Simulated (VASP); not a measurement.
Input of a VASP 6.6.1 run:

The input INCAR:

```
SYSTEM = Ge3BiSb
PREC = Accurate
ENCUT = 520
EDIFF = 1E-6
ISMEAR = 0
SIGMA = 0.05
LREAL = .FALSE.
LASPH = .TRUE.
NELM = 80
ALGO = Normal
ISIF = 2
LWAVE = .FALSE.
LCHARG = .FALSE.
GGA = PE
NBANDS = 39
```

KPOINTS

```
regular mesh
0
G
  4 4 4
  0 0 0
```

The input POSCAR:

```
Ge3BiSb
1.0
    5.8600000000      0.0000000000      0.0000000000
    0.0000000000      5.8600000000      0.0000000000
    0.0000000000      0.0000000000      5.8600000000
Bi Sb Ge
1 1 3
Direct
    0.0000000000      0.0000000000      0.0000000000
    0.5000000000      0.5000000000      0.5000000000
    0.5000000000      0.5000000000      0.0000000000
    0.5000000000      0.0000000000      0.5000000000
    0.0000000000      0.5000000000      0.5000000000
```

Potentials or basis: VASP PAW PBE potentials, release 64 (Bi_d, Sb, Ge_d).

Launch:

```bash
$ cat potpaw_PBE.64/Bi_d/POTCAR potpaw_PBE.64/Sb/POTCAR potpaw_PBE.64/Ge_d/POTCAR > POTCAR
$ mpirun -np 1 vasp_std > vasp.out
```

**Question.** Estimate the band gap on the k mesh.

**Answer.** Zero (bands 31 and 32 overlap by 0.52 eV).

**Question.** What does it give for the pressure?

**Answer.** -6.2 GPa.

Caveat: the cell stands under tension; spin-orbit coupling is left out, which moves the levels of the heavy elements.
